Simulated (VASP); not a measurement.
# Pt: single point with revPBE

The system is Pt.

```
Pt
1.0
     4.36300    0.00000    0.00000
    -2.18150    3.77847    0.00000
     0.00000    0.00000    2.60140
Pt
3
Direct
  0.00000 0.00000 0.00000
  0.33333 0.66667 0.50000
  0.66667 0.33333 0.50000
```

This isn't the form of Pt at room conditions, which is fcc.

* Program: VASP 6.6.1
* Task: single point
* Functional: revPBE
* Potentials or basis: VASP PAW PBE potentials, release 64 (Pt)
* Cutoff: 520 eV
* k mesh: 9 × 9 × 13
* Occupations: fermi-dirac, width 0.1 eV
* Spin: no spin polarisation
* Dipole correction: no
* Further INCAR settings: ALGO = Normal; EDIFF = 1e-07; NBANDS = 22

* Pressure: 39.3 GPa
* Band gap on the k mesh: zero (bands 15 and 16 overlap by 1.53 eV)

Stress tensor (GPa, compression positive):
```
38.87  0.00  0.00
 0.00 38.87  0.00
 0.00  0.00 40.05
```

Levels at points of the mesh, in eV from the Fermi level:
```csv
k point,band 11,band 12,band 13,band 14,band 15,band 16,band 17,band 18,band 19,band 20
"(0.00, 0.00, 0.00)",-2.30,-2.30,-2.17,-2.17,0.41,0.41,5.53,6.55,7.85,7.85
```

Run time: 50 s on 1 thread of Intel(R) Xeon(R) Platinum 8259CL CPU @ 2.50GHz (Skylake/Cascade Lake), on a shared host, peak memory 0.19 GiB.

Caveat: the cell stands under pressure; the PAW data sets were made with another functional, which shifts forces and pressure a little; spin-orbit coupling is left out, which moves the levels of the heavy elements.
